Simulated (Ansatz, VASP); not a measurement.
# One calculation of Ge, two programs

File INCAR:

```
PREC = Accurate
ENCUT = 520
EDIFF = 1E-6
ISMEAR = -1
SIGMA = 0.1
LREAL = False
LASPH = True
NELM = 60
ALGO = Normal
ISIF = 2
LWAVE = False
LCHARG = False
GGA = RE
NBANDS = 28
```

The input KPOINTS:

```
Automatic mesh
0
Gamma
  8 8 13
```

POSCAR

```
Ge
1.0
    5.1262560393      0.0000000000      0.0000000000
   -2.5631280196      4.4394679563      0.0000000000
    0.0000000000      0.0000000000      2.9126786973
Ge
3
Direct
    0.0000000000      1.0000000000      0.0000000000
    0.3333333333      0.6666666667      0.5000000000
    0.6666666667      0.3333333333      0.5000000000
```

Input for Ansatz:

```yaml
crystal:
  lattice:
    - [5.1262560393, 0.0, 0.0]
    - [-2.5631280196, 4.4394679563, 0.0]
    - [0.0, 0.0, 2.9126786973]
  atoms:
    - { symbol: Ge, position: [0.0, 1.0, 0.0] }
    - { symbol: Ge, position: [0.3333333333, 0.6666666667, 0.5] }
    - { symbol: Ge, position: [0.6666666667, 0.3333333333, 0.5] }
hamiltonian:
  xc: revpbe
  pseudopotentials:
    kind: paw
    azcp:
      Ge: "pseudopotentials/Ge.paw.azcp"
basis:
  ecutwfc: 420
  fft_grid_basis: typed
kpoints:
  mp_grid: { grid: [8, 8, 13], shift: [0, 0, 0] }
magnetization:
  spin_polarized: false
scf:
  occupations: { method: fermi_dirac, width: 0.1 }
  lower_state_search: "off"
output:
  stress: true
```

Alike in both runs: task single point; functional revPBE; k mesh 8 × 8 × 13; occupations fermi-dirac, width 0.1 eV; no spin polarisation.

|  | VASP | Ansatz |
| --- | --- | --- |
| version | VASP 6.6.1 | Ansatz 0.2.0 |
| potentials or method | VASP PAW PBE potentials, release 64 (Ge_d), cutoff 520 eV | plane waves (420 eV) with PAW, scalar-relativistic |
| valence electrons in the cell | 42 | 42 |

|  | VASP | Ansatz | Ansatz less VASP |
| --- | --- | --- | --- |
| pressure (GPa) | -5.5 | -5.3 | +0.22 |
| traceless stress, the component that is largest in VASP (GPa) | 0.45 | 0.45 | -0.001 |

VASP's potentials were made for PBE, not for revPBE.
